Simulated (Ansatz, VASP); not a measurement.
## Lu in VASP and in Ansatz

Contents of INCAR:

```
PREC     = Accurate       # precision mode
ENCUT    = 520            # plane-wave cutoff, eV
EDIFF    = 1E-6           # SCF threshold, eV
ISMEAR   = -1             # smearing method
SIGMA    = 0.1            # smearing width, eV
LREAL    = False          # projectors in reciprocal space
LASPH    = True           # aspherical terms in the spheres
NELM     = 80             # most SCF steps
ALGO     = Normal         # electronic algorithm
ISIF     = 2              # what is computed and relaxed
LWAVE    = False          # write WAVECAR
LCHARG   = False          # write CHGCAR
GGA      = PE             # functional
NBANDS   = 18             # bands
```

KPOINTS

```
regular mesh
0
Gamma
  14 14 14
```

File POSCAR:

```
Lu
1.0
   -1.6894119569      1.6894119569      1.6894119569
    1.6894119569     -1.6894119569      1.6894119569
    1.6894119569      1.6894119569     -1.6894119569
Lu
1
Direct
    0.0000000000      0.0000000000      0.0000000000
```

Input for Ansatz:

```yaml
crystal:
  lattice:
    - [-1.6894119569, 1.6894119569, 1.6894119569]
    - [1.6894119569, -1.6894119569, 1.6894119569]
    - [1.6894119569, 1.6894119569, -1.6894119569]
  atoms:
    - { symbol: Lu, position: [0.0, 0.0, 0.0] }
kpoints:
  mp_grid: { grid: [14, 14, 14] }
scf:
  occupations: { method: fermi_dirac, width: 0.1 }
hamiltonian:
  xc: pbe
  pseudopotentials: { kind: all_electron, lapw: { basis_error: 0.001 } }
output:
  forces: true
  stress: true
  eigenvalues: true
  populations: true
```

Change from the starting cell: volume scaled by 0.65, LAPW.

Alike in both runs: task single point; functional PBE; k mesh 14 × 14 × 14; occupations fermi-dirac, width 0.1 eV; no spin polarisation.

```csv
,VASP,Ansatz
version,VASP 6.6.1,Ansatz 0.2.0
potentials or method,"VASP PAW PBE potentials, release 64 (Lu), cutoff 520 eV","all-electron LAPW, scalar-relativistic"
```

|  | VASP | Ansatz | Ansatz less VASP |
| --- | --- | --- | --- |
| pressure (GPa) | 37.2 | 36.4 | -0.90 |

Both programs put the cell under a high pressure, so it lies far from rest at this level. Ansatz ran all-electron here, and VASP with PAW potentials.

Neither program's run includes spin-orbit coupling.
